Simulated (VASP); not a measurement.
A run of VASP 6.6.1 is set up as follows.

The input INCAR:

```
ALGO = Normal ; EDIFF = 1E-6
ENCUT = 520 ; GGA = PE
ISIF = 2 ; ISMEAR = -1
ISPIN = 2 ; LASPH = T
LCHARG = T ; LELF = T
LMAXMIX = 4 ; LORBIT = 11
LREAL = F ; LVHAR = T
LWAVE = F ; MAGMOM = 2.5 2.5
NBANDS = 19 ; NELM = 150
PREC = Accurate ; SIGMA = 0.1
```

Contents of KPOINTS:

```
k-points
0
Gamma
  17 17 10
```

POSCAR

```
Fe
1.0
   -1.4156766670      1.4156766670      1.4156766670
    1.4156766670     -1.4156766670      1.4156766670
    2.8313533341      2.8313533341      0.0000000000
Fe
2
Direct
    0.0000000000      0.0000000000      0.0000000000
    0.5000000000      0.5000000000      0.5000000000
```

Potentials or basis: VASP PAW PBE potentials, release 64 (Fe).

The run is started by

```console
$ cat potpaw_PBE.64/Fe/POTCAR > POTCAR
$ mpirun -np 1 vasp_std > vasp.out
```

(1) What does it give for the net moment?

(2) Predict the site moments.

(3) What does it give for the pressure?

Answers

(1) 4.35 μB per cell.

(2) Fe +2.17 μB.

(3) -0.1 GPa.
